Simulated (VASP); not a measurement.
LiH, 2 atoms in the cell. Symmetry: P4/mmm, No. 123, tetragonal system. Conventional cell: a = 2.538 Å, b = 2.538 Å, c = 3.407 Å, α = 90.00°, β = 90.00°, γ = 90.00°. Li (site symmetry 4/mmm) has 4 H at 1.79 Å within 2.4 Å. H (site symmetry 4/mmm) has 4 Li at 1.79 Å within 2.4 Å. The cell was built from a structure type or drawn by symmetry, and may not be a known phase.

- Program: VASP 6.6.1
- Task: relaxation of cell and atoms
- Functional: PBE
- Potentials or basis: VASP PAW PBE potentials, release 64 (Li_sv, H)
- Cutoff: 600 eV
- k mesh: 6 × 6 × 6
- Occupations: gaussian, width 0.1 eV
- Spin: no spin polarisation
- Dipole correction: no
- Further INCAR settings: ALGO = Normal; EDIFF = 1e-06; IBRION = 2; EDIFFG = -0.04; NSW = 90; ISIF = 3

Potentials or basis: VASP PAW PBE potentials, release 64 (Li_sv, H).

Run with:

```sh
$ cat potpaw_PBE.64/Li_sv/POTCAR potpaw_PBE.64/H/POTCAR > POTCAR
$ mpirun -np 1 vasp_std > vasp.out
```

Hardware: 1 thread of AMD EPYC 9R45 96-Core Processor (Zen 5), with other jobs on the host.

Estimate the wall time of this run.

Wall time 12 s on 1 thread of AMD EPYC 9R45 96-Core Processor (Zen 5), on a shared host, peak memory 0.1 GiB. Counts: scf iterations 57, k points 40, ion steps 8.
